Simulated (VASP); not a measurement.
# Ag (Fd-3m) in VASP: single point with PBEsol

Aim: the single point of Ag with PBEsol.

Program: VASP 6.6.1. These are calculated values, not measurements. Logs are shortened: lines on timing, memory, paths and dates and some standing lists are left out, and cuts for length are marked.

## 1. The cell of the first run

Symmetry: Fd-3m, No. 227, cubic system. Conventional cell: a = 4.449 Å, b = 4.449 Å, c = 4.449 Å, α = 90.00°, β = 90.00°, γ = 90.00°. Within 2.6 Å of Ag (site symmetry -43m) lie 4 Ag at 1.93 Å.

This isn't the form of Ag at room conditions, which is fcc.

## 2. Single point, PBEsol (11.01 Å³/atom)

Contents of INCAR:

```
SYSTEM = Ag
PREC     = Accurate       ! precision mode
ENCUT    = 630            ! plane-wave cutoff, eV
EDIFF    = 1E-6           ! SCF threshold, eV
ISMEAR   = -1             ! smearing method
SIGMA    = 0.08           ! smearing width, eV
LREAL    = .False.        ! projectors in reciprocal space
LASPH    = .True.         ! aspherical terms in the spheres
NELM     = 120            ! most SCF steps
ALGO     = Normal         ! electronic algorithm
ISIF     = 2              ! what is computed and relaxed
LWAVE    = .False.        ! write WAVECAR
LCHARG   = .True.         ! write CHGCAR
GGA      = PS             ! functional
LELF     = .True.         ! ELF
LVHAR    = .True.       
NBANDS   = 26             ! bands
GGA_COMPAT= .False.
```

Contents of KPOINTS:

```
regular mesh
0
Gamma
  13 13 13
  0 0 0
```

Contents of POSCAR:

```
Ag
1.0
    0.0000000000      2.2244084304      2.2244084304
    2.2244084304      0.0000000000      2.2244084304
    2.2244084304      2.2244084304      0.0000000000
Ag
2
Direct
   -0.1250000000     -0.1250000000     -0.1250000000
    0.1250000000      0.1250000000      0.1250000000
```

Potentials or basis: VASP PAW PBE potentials, release 64 (Ag_sv_GW).

Launch:

```
$ cat potpaw_PBE.64/Ag_sv_GW/POTCAR > POTCAR
$ mpirun -np 1 vasp_std > vasp.out
```

OUTCAR:

```text
SYSTEM = Ag
   PREC = Accurate
   ENCUT = 630
   EDIFF = 1E-6
   ISMEAR = -1
   LREAL = .False.
   LASPH = .True.
   NELM = 120
   ISIF = 2
   GGA = PS

 ion  position               nearest neighbor table
   1  0.875  0.875  0.875-   2 1.93   2 1.93   2 1.93   2 1.93
   2  0.125  0.125  0.125-   1 1.93   1 1.93   1 1.93   1 1.93

  LATTYP: Found a face centered cubic cell.
 ALAT       =     4.4488168608

  Lattice vectors:

 A1 = (   0.0000000000,   2.2244084304,   2.2244084304)
 A2 = (   2.2244084304,   0.0000000000,   2.2244084304)
 A3 = (   2.2244084304,   2.2244084304,   0.0000000000)

Analysis of symmetry for initial positions (statically):
=====================================================================
 Subroutine PRICEL returns:
 Original cell was already a primitive cell.

 Routine SETGRP: Setting up the symmetry group for a
 face centered cubic supercell.

 Subroutine GETGRP returns: Found 48 space group operations
 (whereof 12 operations were pure point group operations)
 out of a pool of 48 trial point group operations.

The static configuration has the point symmetry D_3d.
 The point group associated with its full space group is O_h .

Analysis of symmetry for dynamics (positions and initial velocities):
=====================================================================
 Subroutine PRICEL returns:
 Original cell was already a primitive cell.

 Routine SETGRP: Setting up the symmetry group for a
 face centered cubic supercell.

 Subroutine GETGRP returns: Found 48 space group operations
 (whereof 12 operations were pure point group operations)
 out of a pool of 48 trial point group operations.

The dynamic configuration has the point symmetry D_3d.
 The point group associated with its full space group is O_h .

 Subroutine INISYM returns: Found 48 space group operations
 (whereof 12 operations are pure point group operations),
 and found     1 'primitive' translations

----------------------------------------------------------------------------------------

                                     Primitive cell

  volume of cell :      22.0127

  direct lattice vectors                    reciprocal lattice vectors
     0.000000000  2.224408430  2.224408430    -0.224778864  0.224778864  0.224778864
     2.224408430  0.000000000  2.224408430     0.224778864 -0.224778864  0.224778864
     2.224408430  2.224408430  0.000000000     0.224778864  0.224778864 -0.224778864

  length of vectors
     3.145788571  3.145788571  3.145788571     0.389328413  0.389328413  0.389328413

  position of ions in fractional coordinates (direct lattice)
     0.875000000  0.875000000  0.875000000
     0.125000000  0.125000000  0.125000000

  ion indices of the primitive-cell ions
   primitive index   ion index
                 1           1
                 2           2

----------------------------------------------------------------------------------------

 KPOINTS: regular mesh

Automatic generation of k-mesh.
 Grid dimensions read from file:
 generate k-points for:   13   13   13

 Generating k-lattice:

  Cartesian coordinates                     Fractional coordinates (reciprocal lattice)
    -0.017290682  0.017290682  0.017290682     0.076923077  0.000000000  0.000000000
     0.017290682 -0.017290682  0.017290682     0.000000000  0.076923077  0.000000000
     0.017290682  0.017290682 -0.017290682     0.000000000  0.000000000  0.076923077

  Length of vectors
     0.029948339  0.029948339  0.029948339

  Shift w.r.t. Gamma in fractional coordinates (k-lattice)
     0.000000000  0.000000000  0.000000000

 Subroutine IBZKPT returns following result:
 ===========================================

 Found     84 irreducible k-points:

 Following reciprocal coordinates:
            Coordinates               Weight
  0.000000  0.000000  0.000000      1.000000
  0.076923  0.000000  0.000000      8.000000
  0.153846  0.000000  0.000000      8.000000
  0.230769  0.000000  0.000000      8.000000
  0.307692  0.000000  0.000000      8.000000
  0.384615  0.000000  0.000000      8.000000
[... 16 lines left out ...]
  0.384615  0.153846  0.000000     24.000000
  0.461538  0.153846  0.000000     24.000000
 [... further k-points ...]
   k-points           NKPTS =     84   k-points in BZ     NKDIM =     84   number of bands    NBANDS=     26
   number of dos      NEDOS =    301   number of ions     NIONS =      2
   total plane-waves  NPLWV =  21952
   dimension x,y,z NGX =    28 NGY =   28 NGZ =   28
   dimension x,y,z NGXF=    56 NGYF=   56 NGZF=   56
   ions per type =               2
   NGX,Y,Z   is equivalent  to a cutoff of  14.80, 14.80, 14.80 a.u.
   NGXF,Y,Z  is equivalent  to a cutoff of  29.59, 29.59, 29.59 a.u.
 SYSTEM =  Ag
   PREC   = accura    normal or accurate (medium, high low for compatibility)
   ISTART =      0    job   : 0-new  1-cont  2-samecut
   ICHARG =      2    charge: 1-file 2-atom 10-const
   ISPIN  =      1    spin polarized calculation?
   LNONCOLLINEAR =      F non collinear calculations
   LSORBIT =      F    spin-orbit coupling
   LASPH  =      T    aspherical Exc in radial PAW
   ENCUT  =  630.0 eV  46.30 Ry    6.80 a.u.   6.44  6.44  6.44*2*pi/ulx,y,z
   NELM   =    120;   NELMIN=  2; NELMDL= -5     # of ELM steps
   EDIFF  = 0.1E-05   stopping-criterion for ELM
   LREAL  =      F    real-space projection
   EDIFFG = 0.1E-04   stopping-criterion for IOM
   NSW    =      0    number of steps for IOM
   IBRION =     -1    ionic relax: 0-MD 1-quasi-New 2-CG
   NFREE  =      0    steps in history (QN), initial steepest desc. (CG)
   ISIF   =      2    stress and relaxation
   ISYM   =      2    0-nonsym 1-usesym 2-fastsym
   POTIM  = 0.5000    time-step for ionic-motion
   TEBEG  =    0.0;   TEEND  =   0.0 temperature during run
   PSTRESS=    0.0 pullay stress
   NELECT =      38.0000    total number of electrons
   NUPDOWN=      -1.0000    fix difference up-down
   EMIN   =  10.00;   EMAX   =-10.00  energy-range for DOS
   EFERMI =   0.00;   METHOD = LEGACY
   ISMEAR =    -1;   SIGMA  =   0.08  broadening in eV -4-tet -1-fermi 0-gaus
   EFERMI_NEDOS =   21; number of points for ismear=-14 and -15
   IALGO  =     38    algorithm
   IMIX   =      4    mixing-type and parameters
     AMIX     =   0.40;   BMIX     =  1.00
     AMIX_MAG =   1.60;   BMIX_MAG =  1.00
  volume/ion in A,a.u.               =      11.01        74.27
  Fermi-wavevector in a.u.,A,eV,Ry     =   1.963864  3.711166 52.474452  3.856763
  Thomas-Fermi vector in A             =   2.988200
   LORBIT       =      0    0 simple, 1 ext, 2 COOP (PROOUT), +10 PAW based schemes
   GGA     = PS    functional components
   LHFCALC =     F    Hartree Fock is set to
   AEXX    =    0.0000 exact exchange contribution
   IVDW    =     0    specifies the selected vdW correction
   LEPSILON=     F    determine dielectric tensor
   LRPA    =     F    only Hartree local field effects (RPA)
 non-spin polarized calculation
  energy-cutoff  :      630.00
  volume of cell :       22.01
 maximum number of plane-waves:       809
 NGX is ok and might be reduce to    28
   NGX = 13   NGY = 13   NGZ = 13

 number of electron      38.0000014 magnetization

 Free energy of the ion-electron system (eV)
  ---------------------------------------------------
  ext. energy  EPLUGINS =         0.00000000
  ---------------------------------------------------
  free energy    TOTEN  =        17.85302452 eV

  energy without entropy =       17.86303805  energy(sigma->0) =       17.85803129

 E-fermi :  15.3892     XC(G=0): -15.3230

 val. band max:       15.3864523503   @ k =  -0.3846   0.3077   0.0769
 cond. band min:      15.3960074868   @ k =  -0.3846   0.2308   0.0769
 fundamental gap:      0.0095551365
 Fermi energy:        15.3892117061

 k-point     1 :       0.0000    0.0000    0.0000
  band No.  band energies     occupation
      1     -80.8426      2.00000
      2     -79.2030      2.00000
      3     -44.9013      2.00000
      4     -44.9013      2.00000
      5     -44.9013      2.00000
      6     -42.7161      2.00000
[... 18 lines left out ...]
     25      32.9436      0.00000
     26      32.9436      0.00000

 k-point     2 :       0.0769    0.0000    0.0000
  band No.  band energies     occupation
      1     -80.8258      2.00000
      2     -79.2220      2.00000
      3     -44.9177      2.00000
      4     -44.9177      2.00000
      5     -44.8992      2.00000
      6     -42.7156      2.00000
[... 18 lines left out ...]
     25      32.6532      0.00000
     26      32.8120      0.00000

 k-point     3 :       0.1538    0.0000    0.0000
  band No.  band energies     occupation
      1     -80.7768      2.00000
      2     -79.2765      2.00000
      3     -44.9615      2.00000
      4     -44.9615      2.00000
      5     -44.8931      2.00000
      6     -42.7132      2.00000
[... 18 lines left out ...]
     25      31.9846      0.00000
     26      32.2880      0.00000

 k-point     4 :       0.2308    0.0000    0.0000
  band No.  band energies     occupation
      1     -80.7012      2.00000
      2     -79.3599      2.00000
      3     -45.0200      2.00000
      4     -45.0200      2.00000
      5     -44.8858      2.00000
      6     -42.7083      2.00000
[... 18 lines left out ...]
     25      31.3369      0.00000
     26      34.0748      0.00000

 k-point     5 :       0.3077    0.0000    0.0000
  band No.  band energies     occupation
      1     -80.6090      2.00000
      2     -79.4603      2.00000
      3     -45.0789      2.00000
      4     -45.0789      2.00000
      5     -44.8798      2.00000
      6     -42.7006      2.00000
[... 18 lines left out ...]
     25      31.0276      0.00000
     26      36.1421      0.00000

 k-point     6 :       0.3846    0.0000    0.0000
  band No.  band energies     occupation
      1     -80.5182      2.00000
      2     -79.5579      2.00000
      3     -45.1254      2.00000
      4     -45.1254      2.00000
      5     -44.8763      2.00000
      6     -42.6926      2.00000
[... 427 lines left out ...]
 k-point    21 :       0.2308    0.1538    0.0000
  band No.  band energies     occupation
      1     -80.6952      2.00000
      2     -79.3664      2.00000
      3     -45.0931      2.00000
      4     -45.0909      2.00000
      5     -44.7118      2.00000
      6     -42.8961      2.00000
[... 18 lines left out ...]
     25      32.0169      0.00000
     26      32.2249      0.00000

 k-point    22 :       0.3077    0.1538    0.0000
  band No.  band energies     occupation
      1     -80.6132      2.00000
      2     -79.4558      2.00000
      3     -45.1649      2.00000
      4     -45.1486      2.00000
      5     -44.6590      2.00000
      6     -42.9366      2.00000
[... 18 lines left out ...]
     25      32.5904      0.00000
     26      33.0286      0.00000

 k-point    23 :       0.3846    0.1538    0.0000
  band No.  band energies     occupation
      1     -80.5188      2.00000
      2     -79.5573      2.00000
      3     -45.2372      2.00000
      4     -45.1919      2.00000
      5     -44.6152      2.00000
      6     -42.9651      2.00000
[... 18 lines left out ...]
     25      33.2055      0.00000
     26      33.9735      0.00000

 k-point    24 :       0.4615    0.1538    0.0000
  band No.  band energies     occupation
      1     -80.4330      2.00000
      2     -79.6484      2.00000
      3     -45.2964      2.00000
      4     -45.2128      2.00000
      5     -44.5874      2.00000
      6     -42.9789      2.00000
[... 18 lines left out ...]
     25      33.5501      0.00000
     26      35.0728      0.00000

 [... further k-points ...]

------------------------ aborting loop because EDIFF is reached ----------------------------------------

  FORCE on cell =-STRESS in cart. coord.  units (eV):
  Direction    XX          YY          ZZ          XY          YZ          ZX
  --------------------------------------------------------------------------------------
  -------------------------------------------------------------------------------------
  Total       61.3578024     61.3578024     61.3578024     -0.0000000      0.0000000      0.0000000
  in kB     4465.8772920   4465.8772920   4465.8772920     -0.0000000      0.0000000      0.0000000
  external PRESSURE =    4465.8772920 kB  Pullay stress =       0.0000000 kB

 VOLUME and BASIS-vectors are now :
 -----------------------------------------------------------------------------
  energy-cutoff  :      630.00
  volume of cell :       22.01
      direct lattice vectors                 reciprocal lattice vectors
     0.000000000  2.224408430  2.224408430    -0.224778864  0.224778864  0.224778864
     2.224408430  0.000000000  2.224408430     0.224778864 -0.224778864  0.224778864
     2.224408430  2.224408430  0.000000000     0.224778864  0.224778864 -0.224778864

 POSITION                                       TOTAL-FORCE (eV/Angst)
 -----------------------------------------------------------------------------------
      3.89271      3.89271      3.89271        -0.000000     -0.000000     -0.000000
      0.55610      0.55610      0.55610         0.000000      0.000000      0.000000
 -----------------------------------------------------------------------------------
    total drift:                                0.000000     -0.000000     -0.000000

  FREE ENERGIE OF THE ION-ELECTRON SYSTEM (eV)
  ---------------------------------------------------
  free  energy   TOTEN  =        17.8530245231 eV

  energy  without entropy=       17.8630380498  energy(sigma->0) =       17.85803129
```

It took 90 s on 1 thread of Intel Xeon Platinum 8375C at 2.90GHz (Ice Lake), shared host; peak memory 0.21 GiB.

What came out:

| Item | Value |
| --- | --- |
| Free energy | 17.8530 eV |
| Pressure | 446.6 GPa |
| Band gap on the k mesh | zero (bands 19 and 20 overlap by 0.86 eV) |

Levels at points of the mesh, in eV from the Fermi level:
```
           k point  band 17  band 18  band 19  band 20  band 21  band 22
(0.00, 0.00, 0.00)    -6.43    -3.00    -3.00    12.91    13.06    13.06
```

Caveat: atoms lie so close that the PAW spheres overlap strongly, which falsifies energies and pressures; the cell stands under pressure; the PAW data sets were made with another functional, which shifts forces and pressure a little.
